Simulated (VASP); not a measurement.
# SiS in VASP: single point with PBE

Aim: the single point of SiS with PBE.

Everything below comes from runs of VASP 6.6.1. Logs are shortened: lines on timing, memory, paths and dates and some standing lists are left out, and cuts for length are marked.

### 1 The cell of the first run

The cell holds a cluster in a box, 2 atoms: a = 9.000 Å, b = 9.000 Å, c = 9.000 Å, α = 90.00°, β = 90.00°, γ = 90.00°.

### 2 Single point, PBE

INCAR

```
PREC = Accurate
ENCUT = 400
EDIFF = 1E-6
ISMEAR = 0
SIGMA = 0.01
LREAL = F
LASPH = T
NELM = 120
ALGO = Normal
ISIF = 2
LWAVE = F
LCHARG = F
GGA = PE
NBANDS = 12
GGA_COMPAT = F
```

KPOINTS

```
Automatic mesh
0
Gamma
  1 1 1
```

POSCAR

```
SiS
1.0
    9.0000000000      0.0000000000      0.0000000000
    0.0000000000      9.0000000000      0.0000000000
    0.0000000000      0.0000000000      9.0000000000
Si S
1 1
Direct
    0.5000000000      0.5000000000      0.3928166667
    0.5000000000      0.5000000000      0.6071833333
```

Potentials or basis: VASP PAW PBE potentials, release 64 (Si, S).

Launch:

```bash
$ cat potpaw_PBE.64/Si/POTCAR potpaw_PBE.64/S/POTCAR > POTCAR
$ mpirun -np 1 vasp_gam > vasp.out
```

OUTCAR:

```text
PREC = Accurate
   ENCUT = 400
   EDIFF = 1E-6
   ISMEAR = 0
   LREAL = F
   LASPH = T
   NELM = 120
   ISIF = 2
   GGA = PE

 ion  position               nearest neighbor table
   1  0.500  0.500  0.393-   2 1.93
   2  0.500  0.500  0.607-   1 1.93

  LATTYP: Found a simple cubic cell.
 ALAT       =     9.0000000000

  Lattice vectors:

 A1 = (   9.0000000000,   0.0000000000,   0.0000000000)
 A2 = (   0.0000000000,   9.0000000000,   0.0000000000)
 A3 = (   0.0000000000,   0.0000000000,   9.0000000000)

Analysis of symmetry for initial positions (statically):
=====================================================================
 Subroutine PRICEL returns:
 Original cell was already a primitive cell.

 Routine SETGRP: Setting up the symmetry group for a
 simple cubic supercell.

 Subroutine GETGRP returns: Found  8 space group operations
 (whereof  8 operations were pure point group operations)
 out of a pool of 48 trial point group operations.

The static configuration has the point symmetry C_4v.

Analysis of symmetry for dynamics (positions and initial velocities):
=====================================================================
 Subroutine PRICEL returns:
 Original cell was already a primitive cell.

 Routine SETGRP: Setting up the symmetry group for a
 simple cubic supercell.

 Subroutine GETGRP returns: Found  8 space group operations
 (whereof  8 operations were pure point group operations)
 out of a pool of 48 trial point group operations.

The dynamic configuration has the point symmetry C_4v.

 Subroutine INISYM returns: Found  8 space group operations
 (whereof  8 operations are pure point group operations),
 and found     1 'primitive' translations

----------------------------------------------------------------------------------------

                                     Primitive cell

  volume of cell :     729.0000

  direct lattice vectors                    reciprocal lattice vectors
     9.000000000  0.000000000  0.000000000     0.111111111  0.000000000  0.000000000
     0.000000000  9.000000000  0.000000000     0.000000000  0.111111111  0.000000000
     0.000000000  0.000000000  9.000000000     0.000000000  0.000000000  0.111111111

  length of vectors
     9.000000000  9.000000000  9.000000000     0.111111111  0.111111111  0.111111111

  position of ions in fractional coordinates (direct lattice)
     0.500000000  0.500000000  0.392816667
     0.500000000  0.500000000  0.607183333

  ion indices of the primitive-cell ions
   primitive index   ion index
                 1           1
                 2           2

----------------------------------------------------------------------------------------

 KPOINTS: Automatic mesh

Automatic generation of k-mesh.
 Grid dimensions read from file:
 generate k-points for:    1    1    1

 Generating k-lattice:

  Cartesian coordinates                     Fractional coordinates (reciprocal lattice)
     0.111111111  0.000000000  0.000000000     1.000000000  0.000000000  0.000000000
     0.000000000  0.111111111  0.000000000     0.000000000  1.000000000  0.000000000
     0.000000000  0.000000000  0.111111111     0.000000000  0.000000000  1.000000000

  Length of vectors
     0.111111111  0.111111111  0.111111111

  Shift w.r.t. Gamma in fractional coordinates (k-lattice)
     0.000000000  0.000000000  0.000000000

 Subroutine IBZKPT returns following result:
 ===========================================

 Found      1 irreducible k-points:

 Following reciprocal coordinates:
            Coordinates               Weight
  0.000000  0.000000  0.000000      1.000000
   k-points           NKPTS =      1   k-points in BZ     NKDIM =      1   number of bands    NBANDS=     12
   number of dos      NEDOS =    301   number of ions     NIONS =      2
   total plane-waves  NPLWV = 216000
   dimension x,y,z NGX =    60 NGY =   60 NGZ =   60
   dimension x,y,z NGXF=   120 NGYF=  120 NGZF=  120
   ions per type =               1   1
   NGX,Y,Z   is equivalent  to a cutoff of  11.08, 11.08, 11.08 a.u.
   NGXF,Y,Z  is equivalent  to a cutoff of  22.17, 22.17, 22.17 a.u.
 SYSTEM =  unknown system
   PREC   = accura    normal or accurate (medium, high low for compatibility)
   ISTART =      0    job   : 0-new  1-cont  2-samecut
   ICHARG =      2    charge: 1-file 2-atom 10-const
   ISPIN  =      1    spin polarized calculation?
   LNONCOLLINEAR =      F non collinear calculations
   LSORBIT =      F    spin-orbit coupling
   LASPH  =      T    aspherical Exc in radial PAW
   ENCUT  =  400.0 eV  29.40 Ry    5.42 a.u.  14.68 14.68 14.68*2*pi/ulx,y,z
   NELM   =    120;   NELMIN=  2; NELMDL= -5     # of ELM steps
   EDIFF  = 0.1E-05   stopping-criterion for ELM
   LREAL  =      F    real-space projection
   EDIFFG = 0.1E-04   stopping-criterion for IOM
   NSW    =      0    number of steps for IOM
   IBRION =     -1    ionic relax: 0-MD 1-quasi-New 2-CG
   NFREE  =      0    steps in history (QN), initial steepest desc. (CG)
   ISIF   =      2    stress and relaxation
   ISYM   =      2    0-nonsym 1-usesym 2-fastsym
   POTIM  = 0.5000    time-step for ionic-motion
   TEBEG  =    0.0;   TEEND  =   0.0 temperature during run
   PSTRESS=    0.0 pullay stress
   NELECT =      10.0000    total number of electrons
   NUPDOWN=      -1.0000    fix difference up-down
   EMIN   =  10.00;   EMAX   =-10.00  energy-range for DOS
   EFERMI =   0.00;   METHOD = LEGACY
   ISMEAR =     0;   SIGMA  =   0.01  broadening in eV -4-tet -1-fermi 0-gaus
   EFERMI_NEDOS =   21; number of points for ismear=-14 and -15
   IALGO  =     38    algorithm
   IMIX   =      4    mixing-type and parameters
     AMIX     =   0.40;   BMIX     =  1.00
     AMIX_MAG =   1.60;   BMIX_MAG =  1.00
  volume/ion in A,a.u.               =     364.50      2459.77
  Fermi-wavevector in a.u.,A,eV,Ry     =   0.391891  0.740567  2.089567  0.153579
  Thomas-Fermi vector in A             =   1.334863
   LORBIT       =      0    0 simple, 1 ext, 2 COOP (PROOUT), +10 PAW based schemes
   GGA     = PE    functional components
   LHFCALC =     F    Hartree Fock is set to
   AEXX    =    0.0000 exact exchange contribution
   IVDW    =     0    specifies the selected vdW correction
   LEPSILON=     F    determine dielectric tensor
   LRPA    =     F    only Hartree local field effects (RPA)
 non-spin polarized calculation
 Gauss-broadening in eV      SIGMA  =   0.01
  energy-cutoff  :      400.00
  volume of cell :      729.00
 maximum number of plane-waves:      6603
 NGX is ok and might be reduce to    60
   NGX = 29   NGY = 29   NGZ = 29

 number of electron      10.0000000 magnetization

 Free energy of the ion-electron system (eV)
  ---------------------------------------------------
  ext. energy  EPLUGINS =         0.00000000
  ---------------------------------------------------
  free energy    TOTEN  =        -8.40112843 eV

  energy without entropy =       -8.40112843  energy(sigma->0) =       -8.40112843

 E-fermi :  -6.3384     XC(G=0):  -1.4819

 val. band max:       -6.3848204385   @ k =   0.0000   0.0000   0.0000
 cond. band min:      -2.5633253486   @ k =   0.0000   0.0000   0.0000
 fundamental gap:      3.8214950898
 Fermi energy:        -6.3383852553

 k-point     1 :       0.0000    0.0000    0.0000
  band No.  band energies     occupation
      1     -17.1777      2.00000
      2     -10.3494      2.00000
      3      -6.6380      2.00000
      4      -6.6380      2.00000
      5      -6.3848      2.00000
      6      -2.5633      0.00000
      7      -2.5633      0.00000
      8      -0.2011      0.00000
      9       0.6927      0.00000
     10       1.1855      0.00000
     11       1.4154      0.00000
     12       1.5484      0.00000

------------------------ aborting loop because EDIFF is reached ----------------------------------------

  FORCE on cell =-STRESS in cart. coord.  units (eV):
  Direction    XX          YY          ZZ          XY          YZ          ZX
  --------------------------------------------------------------------------------------
  -------------------------------------------------------------------------------------
  Total        0.0065879      0.0065879      0.8777767      0.0000000      0.0000000      0.0000000
  in kB        0.0144786      0.0144786      1.9291549      0.0000000      0.0000000      0.0000000
  external PRESSURE =       0.6527040 kB  Pullay stress =       0.0000000 kB

 VOLUME and BASIS-vectors are now :
 -----------------------------------------------------------------------------
  energy-cutoff  :      400.00
  volume of cell :      729.00
      direct lattice vectors                 reciprocal lattice vectors
     9.000000000  0.000000000  0.000000000     0.111111111  0.000000000  0.000000000
     0.000000000  9.000000000  0.000000000     0.000000000  0.111111111  0.000000000
     0.000000000  0.000000000  9.000000000     0.000000000  0.000000000  0.111111111

 POSITION                                       TOTAL-FORCE (eV/Angst)
 -----------------------------------------------------------------------------------
      4.50000      4.50000      3.53535         0.000000     -0.000000     -0.541526
      4.50000      4.50000      5.46465         0.000000      0.000000      0.541526
 -----------------------------------------------------------------------------------
    total drift:                                0.000000      0.000000      0.000116

  FREE ENERGIE OF THE ION-ELECTRON SYSTEM (eV)
  ---------------------------------------------------
  free  energy   TOTEN  =        -8.4011284342 eV

  energy  without entropy=       -8.4011284342  energy(sigma->0) =       -8.40112843
```

It took 14 s on 1 thread of Intel Xeon 6975P-C (Granite Rapids), shared host; peak memory 0.46 GiB.

Results:

```
Free energy                     : -8.4011 eV
Largest force                   : 0.542 eV/Å
Gap between the frontier levels : 3.82 eV
```

Forces in eV/Å, atoms in the order of the input:
```
Si   0.000  0.000 -0.542
S    0.000  0.000  0.542
```
